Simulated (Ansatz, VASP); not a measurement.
**P in VASP and in Ansatz**

Contents of INCAR:

```
ALGO = Normal ; EDIFF = 1E-6
ENCUT = 520 ; GGA = PE
ISIF = 2 ; ISMEAR = 0
LASPH = T ; LCHARG = T
LELF = T ; LREAL = F
LVHAR = T ; LWAVE = F
NBANDS = 18 ; NELM = 80
PREC = Accurate ; SIGMA = 0.024
```

The input KPOINTS:

```
k-points
0
Gamma
  8 8 6
```

File POSCAR:

```
P
1.0
    1.6477431241     -5.4650377251      0.0000000000
    1.6477431241      5.4650377251      0.0000000000
    0.0000000000      0.0000000000      4.5436355900
P
4
Direct
    0.9041431300      0.0958568700      0.5888151700
    0.0958568700      0.9041431300      0.4111848300
    0.5958568700      0.4041431300      0.0888151700
    0.4041431300      0.5958568700      0.9111848300
```

The input input.yaml:

```yaml
crystal:
  lattice:
    - [1.6477431241, -5.4650377251, 0.0]
    - [1.6477431241, 5.4650377251, 0.0]
    - [0.0, 0.0, 4.54363559]
  atoms:
    - { symbol: P, position: [0.90414313, 0.09585687, 0.58881517] }
    - { symbol: P, position: [0.09585687, 0.90414313, 0.41118483] }
    - { symbol: P, position: [0.59585687, 0.40414313, 0.08881517] }
    - { symbol: P, position: [0.40414313, 0.59585687, 0.91118483] }
hamiltonian:
  xc: pbe
  pseudopotentials: { kind: paw }
kpoints:
  mp_grid: { grid: [8, 8, 6] }
scf:
  occupations: { method: gaussian, width: 0.024 }
output:
  forces: true
  stress: true
  eigenvalues: true
```

Alike in both runs: task single point; functional PBE; k mesh 8 × 8 × 6; occupations gaussian, width 0.024 eV; no spin polarisation.

```csv
,VASP,Ansatz
version,VASP 6.6.1,Ansatz 0.2.0
potentials or method,"VASP PAW PBE potentials, release 64 (P)",Ansatz PAW
plane-wave cutoff (eV),520,420
valence electrons in the cell,20,20
```

|  | VASP | Ansatz | Ansatz less VASP |
| --- | --- | --- | --- |
| gap on the k mesh at the Fermi level (eV) | 0.11 | 0.10 | -0.015 |
| least direct gap on the mesh (eV) | 0.11 | 0.10 | -0.015 |
| pressure (GPa) | 1.7 | 2.0 | +0.33 |
| traceless stress, the component that is largest in VASP (GPa) | 0.20 | 0.22 | +0.019 |
| rms of the force components (eV/Å) | 0.166 | 0.195 | +0.0290 |

Atom by atom the forces differ by 0.031 eV/Å (rms over components).
